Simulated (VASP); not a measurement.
# Ge (Cmcm) in VASP: notebook

The runs below take Ge through relaxation of cell and atoms, single point, with PBE, BLYP+D3(BJ).

All numbers are computed with VASP 6.6.1; they aren't measurements. Logs are shortened: lines on timing, memory, paths and dates and some standing lists are left out, and cuts for length are marked.

### Step 1. The cell of the first run

Symmetry: Cmcm, No. 63, orthorhombic system. The conventional cell has a = 2.976 Å, b = 5.189 Å, c = 4.728 Å, α = 90.00°, β = 90.00°, γ = 90.00°. Ge (site symmetry m2m) has 12 Ge at 2.92 to 2.99 Å within 3.9 Å.

This isn't the form of Ge at room conditions, which is diamond.

### Step 2. Relaxation of cell and atoms, PBE

INCAR

```
  PREC = Accurate
  ENCUT = 600
  EDIFF = 1E-6
  ISMEAR = -1
  SIGMA = 0.05
  LREAL = F
  LASPH = T
  NELM = 80
  ALGO = Normal
  ISIF = 3
  LWAVE = F
  LCHARG = F
  GGA = PE
  IBRION = 2
  NSW = 60
  EDIFFG = -0.01
```

KPOINTS

```
Automatic mesh
0
Gamma
  10 10 6
```

POSCAR

```
Ge
1.0
    1.4880529250     -2.5946896100      0.0000000000
    1.4880529250      2.5946896100      0.0000000000
    0.0000000000      0.0000000000      4.7275957900
Ge
2
Direct
    0.3334466300      0.6665533700      0.2500000000
    0.6665533700      0.3334466300      0.7500000000
```

Potentials or basis: VASP PAW PBE potentials, release 64 (Ge_d).

Command:

```sh
$ cat potpaw_PBE.64/Ge_d/POTCAR > POTCAR
$ mpirun -np 1 vasp_std > vasp.out
```

OUTCAR:

```text
PREC = Accurate
   ENCUT = 600
   EDIFF = 1E-6
   ISMEAR = -1
   LREAL = F
   LASPH = T
   NELM = 80
   ISIF = 3
   GGA = PE
   IBRION = 2
   NSW = 60
   EDIFFG = -0.01

 ion  position               nearest neighbor table
   1  0.333  0.667  0.250-
   2  0.667  0.333  0.750-

  LATTYP: Found a base centered orthorhombic cell.
 ALAT       =     2.9761058500
 B/A-ratio  =     1.7436809984
 C/A-ratio  =     1.5885173540

  Lattice vectors:

 A1 = (   1.4880529250,  -2.5946896100,   0.0000000000)
 A2 = (   1.4880529250,   2.5946896100,   0.0000000000)
 A3 = (   0.0000000000,   0.0000000000,   4.7275957900)

Analysis of symmetry for initial positions (statically):
=====================================================================
 Subroutine PRICEL returns:
 Original cell was already a primitive cell.

 Routine SETGRP: Setting up the symmetry group for a
 base centered orthorhombic supercell.

 Subroutine GETGRP returns: Found  8 space group operations
 (whereof  4 operations were pure point group operations)
 out of a pool of  8 trial point group operations.

The static configuration has the point symmetry C_2h.
 The point group associated with its full space group is D_2h.

Analysis of symmetry for dynamics (positions and initial velocities):
=====================================================================
 Subroutine PRICEL returns:
 Original cell was already a primitive cell.

 Routine SETGRP: Setting up the symmetry group for a
 base centered orthorhombic supercell.

 Subroutine GETGRP returns: Found  8 space group operations
 (whereof  4 operations were pure point group operations)
 out of a pool of  8 trial point group operations.

The dynamic configuration has the point symmetry C_2h.
 The point group associated with its full space group is D_2h.

 Subroutine INISYM returns: Found  8 space group operations
 (whereof  4 operations are pure point group operations),
 and found     1 'primitive' translations

----------------------------------------------------------------------------------------

                                     Primitive cell

  volume of cell :      36.5068

  direct lattice vectors                    reciprocal lattice vectors
     1.488052925 -2.594689610  0.000000000     0.336009554 -0.192701277  0.000000000
     1.488052925  2.594689610  0.000000000     0.336009554  0.192701277  0.000000000
     0.000000000  0.000000000  4.727595790     0.000000000  0.000000000  0.211524006

  length of vectors
     2.991106096  2.991106096  4.727595790     0.387345069  0.387345069  0.211524006

  position of ions in fractional coordinates (direct lattice)
     0.333446630  0.666553370  0.250000000
     0.666553370  0.333446630  0.750000000

  ion indices of the primitive-cell ions
   primitive index   ion index
                 1           1
                 2           2

----------------------------------------------------------------------------------------

 KPOINTS: Automatic mesh

Automatic generation of k-mesh.
 Grid dimensions read from file:
 generate k-points for:   10   10    6

 Generating k-lattice:

  Cartesian coordinates                     Fractional coordinates (reciprocal lattice)
     0.033600955 -0.019270128  0.000000000     0.100000000 -0.000000000  0.000000000
     0.033600955  0.019270128  0.000000000    -0.000000000  0.100000000  0.000000000
     0.000000000  0.000000000  0.035254001     0.000000000  0.000000000  0.166666667

  Length of vectors
     0.038734507  0.038734507  0.035254001

  Shift w.r.t. Gamma in fractional coordinates (k-lattice)
     0.000000000  0.000000000  0.000000000

 Subroutine IBZKPT returns following result:
 ===========================================

 Found    124 irreducible k-points:

 Following reciprocal coordinates:
            Coordinates               Weight
  0.000000  0.000000  0.000000      1.000000
  0.100000  0.000000  0.000000      4.000000
  0.200000  0.000000  0.000000      4.000000
  0.300000 -0.000000  0.000000      4.000000
  0.400000 -0.000000  0.000000      4.000000
  0.500000 -0.000000  0.000000      2.000000
[... 16 lines left out ...]
  0.300000  0.300000  0.000000      2.000000
  0.400000  0.300000  0.000000      4.000000
 [... further k-points ...]
   k-points           NKPTS =    124   k-points in BZ     NKDIM =    124   number of bands    NBANDS=     18
   number of dos      NEDOS =    301   number of ions     NIONS =      2
   total plane-waves  NPLWV =  23040
   dimension x,y,z NGX =    24 NGY =   24 NGZ =   40
   dimension x,y,z NGXF=    48 NGYF=   48 NGZF=   80
   ions per type =               2
   NGX,Y,Z   is equivalent  to a cutoff of  13.34, 13.34, 14.07 a.u.
   NGXF,Y,Z  is equivalent  to a cutoff of  26.68, 26.68, 28.13 a.u.
 SYSTEM =  unknown system
   PREC   = accura    normal or accurate (medium, high low for compatibility)
   ISTART =      0    job   : 0-new  1-cont  2-samecut
   ICHARG =      2    charge: 1-file 2-atom 10-const
   ISPIN  =      1    spin polarized calculation?
   LNONCOLLINEAR =      F non collinear calculations
   LSORBIT =      F    spin-orbit coupling
   LASPH  =      T    aspherical Exc in radial PAW
   ENCUT  =  600.0 eV  44.10 Ry    6.64 a.u.   5.97  5.97  9.44*2*pi/ulx,y,z
   NELM   =     80;   NELMIN=  2; NELMDL= -5     # of ELM steps
   EDIFF  = 0.1E-05   stopping-criterion for ELM
   LREAL  =      F    real-space projection
   EDIFFG = -.1E-01   stopping-criterion for IOM
   NSW    =     60    number of steps for IOM
   IBRION =      2    ionic relax: 0-MD 1-quasi-New 2-CG
   NFREE  =      1    steps in history (QN), initial steepest desc. (CG)
   ISIF   =      3    stress and relaxation
   ISYM   =      2    0-nonsym 1-usesym 2-fastsym
   POTIM  = 0.5000    time-step for ionic-motion
   TEBEG  =    0.0;   TEEND  =   0.0 temperature during run
   PSTRESS=    0.0 pullay stress
   NELECT =      28.0000    total number of electrons
   NUPDOWN=      -1.0000    fix difference up-down
   EMIN   =  10.00;   EMAX   =-10.00  energy-range for DOS
   EFERMI =   0.00;   METHOD = LEGACY
   ISMEAR =    -1;   SIGMA  =   0.05  broadening in eV -4-tet -1-fermi 0-gaus
   EFERMI_NEDOS =   21; number of points for ismear=-14 and -15
   IALGO  =     38    algorithm
   IMIX   =      4    mixing-type and parameters
     AMIX     =   0.40;   BMIX     =  1.00
     AMIX_MAG =   1.60;   BMIX_MAG =  1.00
  volume/ion in A,a.u.               =      18.25       123.18
  Fermi-wavevector in a.u.,A,eV,Ry     =   1.498544  2.831837 30.553703  2.245634
  Thomas-Fermi vector in A             =   2.610289
   LORBIT       =      0    0 simple, 1 ext, 2 COOP (PROOUT), +10 PAW based schemes
   GGA     = PE    functional components
   LHFCALC =     F    Hartree Fock is set to
   AEXX    =    0.0000 exact exchange contribution
   IVDW    =     0    specifies the selected vdW correction
   LEPSILON=     F    determine dielectric tensor
   LRPA    =     F    only Hartree local field effects (RPA)
 conjugate gradient relaxation of ions
 non-spin polarized calculation
  energy-cutoff  :      600.00
  volume of cell :       36.51
 maximum number of plane-waves:      1237
   NGX = 11   NGY = 11   NGZ = 19

--------------------------------------- Ionic step        1  -------------------------------------------

 number of electron      27.9999997 magnetization

 Free energy of the ion-electron system (eV)
  ---------------------------------------------------
  ext. energy  EPLUGINS =         0.00000000
  ---------------------------------------------------
  free energy    TOTEN  =        -8.36574192 eV

  energy without entropy =       -8.35726682  energy(sigma->0) =       -8.36150437

------------------------ aborting loop because EDIFF is reached ----------------------------------------

  FORCE on cell =-STRESS in cart. coord.  units (eV):
  Direction    XX          YY          ZZ          XY          YZ          ZX
  --------------------------------------------------------------------------------------
  -------------------------------------------------------------------------------------
  Total        0.7896171      0.8362027      1.3907915      0.0000000      0.0000000      0.0000000
  in kB       34.6539728     36.6984744     61.0377447      0.0000000      0.0000000      0.0000000
  external PRESSURE =      44.1300640 kB  Pullay stress =       0.0000000 kB
[... 201 lines left out ...]
  energy  without entropy=       -8.3902781615  energy(sigma->0) =       -8.39415281

--------------------------------------- Ionic step        7  -------------------------------------------

 number of electron      28.0000038 magnetization

 Free energy of the ion-electron system (eV)
  ---------------------------------------------------
  ext. energy  EPLUGINS =         0.00000000
  ---------------------------------------------------
  free energy    TOTEN  =        -8.39803652 eV

  energy without entropy =       -8.39030944  energy(sigma->0) =       -8.39417298

 E-fermi :   6.5232     XC(G=0): -11.1867

 val. band max:        6.4717212598   @ k =  -0.3000   0.2000   0.1667
 cond. band min:       6.5292734362   @ k =   0.5000   0.2000   0.5000
 fundamental gap:      0.0575521764
 Fermi energy:         6.5232432079

 k-point     1 :       0.0000    0.0000    0.0000
  band No.  band energies     occupation
      1     -18.1873      2.00000
      2     -18.1835      2.00000
      3     -18.1829      2.00000
      4     -18.1785      2.00000
      5     -18.1760      2.00000
      6     -18.1720      2.00000
[... 10 lines left out ...]
     17      15.0312      0.00000
     18      15.5912      0.00000
[... 466 lines left out ...]
      2     -18.1727      2.00000
      3     -18.1702      2.00000
      4     -18.1645      2.00000
      5     -18.1527      2.00000
      6     -18.1400      2.00000
[... 10 lines left out ...]
     17       7.8002      0.00000
     18       8.2994      0.00000

 [... further k-points ...]

------------------------ aborting loop because EDIFF is reached ----------------------------------------

  FORCE on cell =-STRESS in cart. coord.  units (eV):
  Direction    XX          YY          ZZ          XY          YZ          ZX
  --------------------------------------------------------------------------------------
  -------------------------------------------------------------------------------------
  Total       -0.0151928      0.0174525      0.0064315      0.0000000      0.0000000      0.0000000
  in kB       -0.6304641      0.7242394      0.2668931      0.0000000      0.0000000      0.0000000
  external PRESSURE =       0.1202228 kB  Pullay stress =       0.0000000 kB
[... 17 lines left out ...]
  FREE ENERGIE OF THE ION-ELECTRON SYSTEM (eV)
  ---------------------------------------------------
  free  energy   TOTEN  =        -8.3980365241 eV

  energy  without entropy=       -8.3903094441  energy(sigma->0) =       -8.39417298

 reached required accuracy - stopping structural energy minimisation
```

Run time: 2.8 min. Hardware: 1 thread of Intel Xeon 6975P-C (Granite Rapids), shared host; peak memory 0.21 GiB.

What came out:

- Free energy: -8.3980 eV
- Relaxed volume: 19.30 Å³/atom
- Relaxed cell: a = 3.027 Å, b = 3.027 Å, c = 4.888 Å, α = 90.00°, β = 90.00°, γ = 120.45°
- Space group after relaxing (to 0.1 Å): P6_3/mmc (No. 194)
- Energy gained by relaxing: 16.1 meV/atom
- Ionic steps: 7
- Pressure after relaxing: 0.0 GPa
- Band gap on the k mesh: zero (bands 14 and 15 overlap by 8.70 eV)

Stress tensor (GPa, compression positive):
```
-0.06  0.00  0.00
 0.00  0.07  0.00
 0.00  0.00  0.03
```

The path:
| step | energy change (eV) | largest force (eV/Å) | pressure (GPa) | volume (Å³) |
| --- | --- | --- | --- | --- |
| 1 | 0.0000 | 0.0009 | 4.41 | 36.51 |
| 2 | -0.0300 | 0.0003 | -0.84 | 39.23 |
| 3 | -0.0313 | 0.0001 | -0.26 | 38.76 |
| 4 | -0.0313 | 0.0001 | 0.04 | 38.69 |
| 5 | -0.0320 | 0.0008 | -0.06 | 38.65 |
| 6 | -0.0323 | 0.0015 | -0.11 | 38.62 |
| 7 | -0.0323 | 0.0016 | 0.01 | 38.61 |

Final structure:
```cif
data_structure
_symmetry_space_group_name_H-M 'P 1'
_symmetry_Int_Tables_number 1
_cell_length_a 3.0269
_cell_length_b 3.0269
_cell_length_c 4.8881
_cell_angle_alpha 90.000
_cell_angle_beta 90.000
_cell_angle_gamma 120.446
_cell_volume 38.61
loop_
_atom_site_label
_atom_site_type_symbol
_atom_site_fract_x
_atom_site_fract_y
_atom_site_fract_z
_atom_site_occupancy
Ge1 Ge 0.33345 0.66655 0.25000 1
Ge2 Ge 0.66655 0.33345 0.75000 1
```

### Step 3. Single point, PBE, non-collinear spin, zero start, spin-orbit coupling

INCAR

```
ALGO = Normal
EDIFF = 1E-6
ENCUT = 520
GGA = PE
GGA_COMPAT = F
ISIF = 2
ISMEAR = -1
LASPH = T
LCHARG = F
LORBIT = 11
LORBMOM = T
LREAL = F
LSORBIT = T
LWAVE = F
MAGMOM = 0 0 0 0 0 0
NBANDS = 40
NELM = 150
PREC = Accurate
SIGMA = 0.05
```

KPOINTS

```
k-points
0
Gamma
  7 7 5
```

POSCAR is that of step 2.

Potentials or basis: VASP PAW PBE potentials, release 64 (Ge_d).

Command:

```sh
$ cat potpaw_PBE.64/Ge_d/POTCAR > POTCAR
$ mpirun -np 1 vasp_ncl > vasp.out
```

Wall time 74 s (1 thread of Intel Xeon 6975P-C (Granite Rapids), shared host); peak memory 0.28 GiB.

Results (log left out):

* Free energy: -8.3195 eV
* Pressure: 4.2 GPa
* Largest force: 0.004 eV/Å
* Net moment: 0.00 μB per cell
* Valence electrons inside the program's atomic spheres: Ge 12.21

Forces on the atoms (eV/Å):
```
Ge   0.000 -0.004  0.000
Ge   0.000  0.004  0.000
```

Stress tensor (GPa, compression positive):
```
4.25 0.00 0.00
0.00 3.77 0.00
0.00 0.00 4.47
```

Moments on the atoms (μB; x, y, z):
```
Ge  0.00 0.00 0.00
Ge  0.00 0.00 0.00
```

Caveat: the cell stands under pressure.

[end of part 1 of 2]
